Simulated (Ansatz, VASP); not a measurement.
# TaN in VASP and in Ansatz

The input INCAR:

```
PREC = Accurate ; ENCUT = 600
EDIFF = 1E-6 ; ISMEAR = -1
SIGMA = 0.05 ; LREAL = False
LASPH = True ; NELM = 120
ALGO = Normal ; ISIF = 2
LWAVE = False ; LCHARG = True
GGA = CA ; LELF = True
LVHAR = True ; NBANDS = 15
GGA_COMPAT = False
```

File KPOINTS:

```
regular mesh
0
Gamma
  10 10 10
```

The input POSCAR:

```
TaN
1.0
    0.0000000000      2.2113230000      2.2113230000
    2.2113230000      0.0000000000      2.2113230000
    2.2113230000      2.2113230000      0.0000000000
Ta N
1 1
Direct
    0.5000000000      0.5000000000      0.5000000000
    0.0000000000      0.0000000000      0.0000000000
```

The input input.yaml:

```yaml
crystal:
  lattice:
    - [0.0, 2.211323, 2.211323]
    - [2.211323, 0.0, 2.211323]
    - [2.211323, 2.211323, 0.0]
  atoms:
    - { symbol: Ta, position: [0.5, 0.5, 0.5] }
    - { symbol: "N", position: [0.0, 0.0, 0.0] }
hamiltonian:
  xc: lda
  pseudopotentials: { kind: paw }
kpoints:
  mp_grid: { grid: [10, 10, 10] }
scf:
  occupations: { method: fermi_dirac, width: 0.05 }
output:
  forces: true
  stress: true
  eigenvalues: true
```

Alike in both runs: task single point; functional LDA; k mesh 10 × 10 × 10; occupations fermi-dirac, width 0.05 eV; no spin polarisation.

|  | VASP | Ansatz |
| --- | --- | --- |
| version | VASP 6.6.1 | Ansatz 0.2.0 |
| potentials or method | VASP PAW LDA potentials, release 64 (Ta_pv, N) | Ansatz PAW |
| plane-wave cutoff (eV) | 600 | 420 |
| valence electrons in the cell | 16 | 18 |

Ansatz gave:

```
gap on the k mesh at the Fermi level (eV) : none
pressure (GPa)                            : -17.2
```

**Question.** Which values does VASP return?

**Answer.** gap on the k mesh at the Fermi level (eV): none; pressure (GPa): -15.5.

LDA's correlation is that of Perdew and Zunger in VASP and of Perdew and Wang (1992) in Ansatz. A gap of «none» marks a metal or a gap that the smearing closes. VASP's potentials hold 16 valence electrons a cell and Ansatz's 18, so a difference there can come from the potentials and not from the codes.

Neither program's run includes spin-orbit coupling.
